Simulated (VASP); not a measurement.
# Ti2O (P6_3/mmc) in VASP: relaxation of cell and atoms with PBEsol

Aim: the relaxation of cell and atoms of Ti2O with PBEsol.

All numbers are computed with VASP 6.6.1; they aren't measurements. Logs are shortened: lines on timing, memory, paths and dates and some standing lists are left out, and cuts for length are marked.

## Step 1: The cell of the first run

It takes space group P6_3/mmc (No. 194, hexagonal). Conventional cell: a = 2.890 Å, b = 2.890 Å, c = 9.940 Å, α = 90.00°, β = 90.00°, γ = 120.00°. Ti (site symmetry 3m) has 3 O at 2.16 Å and 10 Ti at 2.75 to 2.89 Å within 2.9 Å. O (site symmetry -6m2) has 6 Ti at 2.16 Å and 6 O at 2.89 Å within 2.9 Å.

## Step 2: Relaxation of cell and atoms, PBEsol

INCAR

```
PREC = Accurate
ENCUT = 600
EDIFF = 1E-6
ISMEAR = 0
SIGMA = 0.1
LREAL = F
LASPH = T
NELM = 60
ALGO = Fast
ISIF = 3
LWAVE = F
LCHARG = F
GGA = PS
IBRION = 2
NSW = 80
EDIFFG = -0.01
```

KPOINTS

```
Automatic mesh
0
Gamma
  12 12 4
```

POSCAR

```
Ti2O
1.0
    2.8901332527      0.0000000000      0.0000000000
   -1.4450666264      2.5029288172      0.0000000000
    0.0000000000      0.0000000000      9.9401574754
Ti O
4 2
Direct
    0.6666666667      0.3333333333      0.8884173597
    0.3333333333      0.6666666667      0.3884173597
    0.6666666667      0.3333333333      0.6115826403
    0.3333333333      0.6666666667      0.1115826403
    0.0000000000      0.0000000000      0.7500000000
    0.0000000000      0.0000000000      0.2500000000
```

Potentials or basis: VASP PAW PBE potentials, release 64 (Ti_sv, O).

Started as:

```console
cat potpaw_PBE.64/Ti_sv/POTCAR potpaw_PBE.64/O/POTCAR > POTCAR
mpirun -np 1 vasp_std > vasp.out
```

OUTCAR:

```text
PREC = Accurate
   ENCUT = 600
   EDIFF = 1E-6
   ISMEAR = 0
   LREAL = F
   LASPH = T
   NELM = 60
   ISIF = 3
   GGA = PS
   IBRION = 2
   NSW = 80
   EDIFFG = -0.01

 ion  position               nearest neighbor table
   1  0.667  0.333  0.888-   5 2.16   5 2.16   5 2.16   3 2.75   4 2.78   4 2.78   4 2.78
   2  0.333  0.667  0.388-   6 2.16   6 2.16   6 2.16   4 2.75   3 2.78   3 2.78   3 2.78
   3  0.667  0.333  0.612-   5 2.16   5 2.16   5 2.16   1 2.75   2 2.78   2 2.78   2 2.78
   4  0.333  0.667  0.112-   6 2.16   6 2.16   6 2.16   2 2.75   1 2.78   1 2.78   1 2.78
   5  0.000  0.000  0.750-   1 2.16   3 2.16   1 2.16   3 2.16   1 2.16   3 2.16
   6  0.000  0.000  0.250-   2 2.16   4 2.16   2 2.16   4 2.16   2 2.16   4 2.16

  LATTYP: Found a hexagonal cell.
 ALAT       =     2.8901332527
 C/A-ratio  =     3.4393422747

  Lattice vectors:

 A1 = (   2.8901332527,   0.0000000000,   0.0000000000)
 A2 = (  -1.4450666264,   2.5029288172,   0.0000000000)
 A3 = (   0.0000000000,   0.0000000000,   9.9401574754)

Analysis of symmetry for initial positions (statically):
=====================================================================
 Subroutine PRICEL returns:
 Original cell was already a primitive cell.

 Routine SETGRP: Setting up the symmetry group for a
 hexagonal supercell.

 Subroutine GETGRP returns: Found 24 space group operations
 (whereof 12 operations were pure point group operations)
 out of a pool of 24 trial point group operations.

The static configuration has the point symmetry D_3d.
 The point group associated with its full space group is D_6h.

Analysis of symmetry for dynamics (positions and initial velocities):
=====================================================================
 Subroutine PRICEL returns:
 Original cell was already a primitive cell.

 Routine SETGRP: Setting up the symmetry group for a
 hexagonal supercell.

 Subroutine GETGRP returns: Found 24 space group operations
 (whereof 12 operations were pure point group operations)
 out of a pool of 24 trial point group operations.

The dynamic configuration has the point symmetry D_3d.
 The point group associated with its full space group is D_6h.

 Subroutine INISYM returns: Found 24 space group operations
 (whereof 12 operations are pure point group operations),
 and found     1 'primitive' translations

----------------------------------------------------------------------------------------

                                     Primitive cell

[... 109 lines left out ...]
   NELECT =      60.0000    total number of electrons
   NUPDOWN=      -1.0000    fix difference up-down
   EMIN   =  10.00;   EMAX   =-10.00  energy-range for DOS
   EFERMI =   0.00;   METHOD = LEGACY
   ISMEAR =     0;   SIGMA  =   0.10  broadening in eV -4-tet -1-fermi 0-gaus
   EFERMI_NEDOS =   21; number of points for ismear=-14 and -15
   IALGO  =     68    algorithm
   IMIX   =      4    mixing-type and parameters
     AMIX     =   0.40;   BMIX     =  1.00
     AMIX_MAG =   1.60;   BMIX_MAG =  1.00
  volume/ion in A,a.u.               =      11.98        80.87
  Fermi-wavevector in a.u.,A,eV,Ry     =   1.541246  2.912533 32.319824  2.375440
  Thomas-Fermi vector in A             =   2.647219
   LORBIT       =      0    0 simple, 1 ext, 2 COOP (PROOUT), +10 PAW based schemes
   GGA     = PS    functional components
   LHFCALC =     F    Hartree Fock is set to
   AEXX    =    0.0000 exact exchange contribution
   IVDW    =     0    specifies the selected vdW correction
   LEPSILON=     F    determine dielectric tensor
   LRPA    =     F    only Hartree local field effects (RPA)
 conjugate gradient relaxation of ions
 non-spin polarized calculation
 RMM-DIIS sequential band-by-band and
 Gauss-broadening in eV      SIGMA  =   0.10
  energy-cutoff  :      600.00
  volume of cell :       71.91
 maximum number of plane-waves:      2418
 NGX is ok and might be reduce to    24
   NGX = 11   NGY = 11   NGZ = 39

--------------------------------------- Ionic step        1  -------------------------------------------

 number of electron      59.9999984 magnetization

 Free energy of the ion-electron system (eV)
  ---------------------------------------------------
  ext. energy  EPLUGINS =         0.00000000
  ---------------------------------------------------
  free energy    TOTEN  =       -54.57851631 eV

  energy without entropy =      -54.56608510  energy(sigma->0) =      -54.57230070

------------------------ aborting loop because EDIFF is reached ----------------------------------------

  FORCE on cell =-STRESS in cart. coord.  units (eV):
  Direction    XX          YY          ZZ          XY          YZ          ZX
  --------------------------------------------------------------------------------------
  -------------------------------------------------------------------------------------
  Total       -0.2387423     -0.2387423      0.0423691      0.0000000      0.0000000      0.0000000
  in kB       -5.3196176     -5.3196176      0.9440613      0.0000000      0.0000000      0.0000000
  external PRESSURE =      -3.2317246 kB  Pullay stress =       0.0000000 kB
[... 107 lines left out ...]
--------------------------------------- Ionic step        4  -------------------------------------------

 number of electron      59.9999986 magnetization

 Free energy of the ion-electron system (eV)
  ---------------------------------------------------
  ext. energy  EPLUGINS =         0.00000000
  ---------------------------------------------------
  free energy    TOTEN  =       -54.57875367 eV

  energy without entropy =      -54.56641359  energy(sigma->0) =      -54.57258363

 E-fermi :   9.6926     XC(G=0): -12.5342

 val. band max:        9.6847392108   @ k =   0.1667   0.0833   0.0000
 cond. band min:       9.7023261801   @ k =   0.3333   0.0833   0.2500
 fundamental gap:      0.0175869693
 Fermi energy:         9.6926116599

 k-point     1 :       0.0000    0.0000    0.0000
  band No.  band energies     occupation
      1     -47.1051      2.00000
      2     -47.0586      2.00000
      3     -47.0049      2.00000
      4     -46.9573      2.00000
      5     -23.9394      2.00000
      6     -23.5286      2.00000
[... 925 lines left out ...]
     35      11.7655      0.00000
     36      12.0830      0.00000

 [... further k-points ...]

------------------------ aborting loop because EDIFF is reached ----------------------------------------

  FORCE on cell =-STRESS in cart. coord.  units (eV):
  Direction    XX          YY          ZZ          XY          YZ          ZX
  --------------------------------------------------------------------------------------
  -------------------------------------------------------------------------------------
  Total        0.0092611      0.0092611     -0.0524282     -0.0000000      0.0000000      0.0000000
  in kB        0.2065697      0.2065697     -1.1694152     -0.0000000      0.0000000      0.0000000
  external PRESSURE =      -0.2520919 kB  Pullay stress =       0.0000000 kB
[... 21 lines left out ...]
  FREE ENERGIE OF THE ION-ELECTRON SYSTEM (eV)
  ---------------------------------------------------
  free  energy   TOTEN  =       -54.5787536724 eV

  energy  without entropy=      -54.5664135859  energy(sigma->0) =      -54.57258363

 reached required accuracy - stopping structural energy minimisation
```

OSZICAR:

```text
N       E                     dE             d eps       ncg     rms          rms(c)
DAV:   1     0.911102343949E+03    0.91110E+03   -0.33387E+04  4104   0.233E+03
DAV:   2     0.896640636996E+02   -0.82144E+03   -0.80557E+03  4108   0.669E+02
DAV:   3    -0.506290082309E+02   -0.14029E+03   -0.13746E+03  6596   0.227E+02
[... 91 lines left out ...]
RMM:  10    -0.545787479942E+02   -0.25061E-05   -0.29829E-05  5005   0.284E-02    0.899E-04
RMM:  11    -0.545787502721E+02   -0.22778E-05   -0.24785E-05  4848   0.247E-02    0.243E-03
RMM:  12    -0.545787515824E+02   -0.13103E-05   -0.16715E-05  4658   0.220E-02    0.164E-03
RMM:  13    -0.545787529232E+02   -0.13408E-05   -0.15683E-05  4605   0.196E-02    0.196E-03
RMM:  14    -0.545787536724E+02   -0.74917E-06   -0.95167E-06  4237   0.172E-02
   4 F= -.54578754E+02 E0= -.54572584E+02  d E =-.170339E-04
```

It took 21 min on 1 thread of Oxide Virtual Turin-like, shared host; peak memory 0.27 GiB.

Results:

| Item | Value |
| --- | --- |
| Free energy | -54.5788 eV |
| Relaxed volume | 11.97 Å³/atom |
| Relaxed cell | a = 2.887 Å, b = 2.887 Å, c = 9.954 Å, α = 90.00°, β = 90.00°, γ = 120.00° |
| Space group after relaxing (to 0.1 Å) | P6_3/mmc (No. 194) |
| Energy gained by relaxing | 0.0 meV/atom |
| Ionic steps | 4 |
| Pressure after relaxing | 0.0 GPa |
| Band gap on the k mesh | zero (bands 30 and 31 overlap by 1.09 eV) |

Forces in eV/Å, atoms in the order of the input:
```
Ti   0.000  0.000  0.003
Ti   0.000  0.000  0.003
Ti   0.000  0.000 -0.003
Ti   0.000  0.000 -0.003
O    0.000  0.000  0.000
O    0.000  0.000  0.000
```

Stress tensor (GPa, compression positive):
```
 0.02  0.00  0.00
 0.00  0.02  0.00
 0.00  0.00 -0.12
```

The path:
```tsv
step	energy change (eV)	largest force (eV/Å)	pressure (GPa)	volume (Å³)
1	0.0000	0.0159	-0.32	71.91
2	-0.0001	0.0097	0.43	71.65
3	-0.0002	0.0064	0.14	71.78
4	-0.0002	0.0029	-0.03	71.83
```

Final structure:
```yaml
crystal:
  lattice:
    - [2.88662, 0.00000, 0.00000]
    - [-1.44331, 2.49988, 0.00000]
    - [0.00000, 0.00000, 9.95401]
  atoms:
    - { symbol: Ti, position: [0.66667, 0.33333, 0.88834] }
    - { symbol: Ti, position: [0.33333, 0.66667, 0.38834] }
    - { symbol: Ti, position: [0.66667, 0.33333, 0.61166] }
    - { symbol: Ti, position: [0.33333, 0.66667, 0.11166] }
    - { symbol: O, position: [0.00000, 0.00000, 0.75000] }
    - { symbol: O, position: [0.00000, 0.00000, 0.25000] }
```

Caveat: the PAW data sets were made with another functional, which shifts forces and pressure a little.
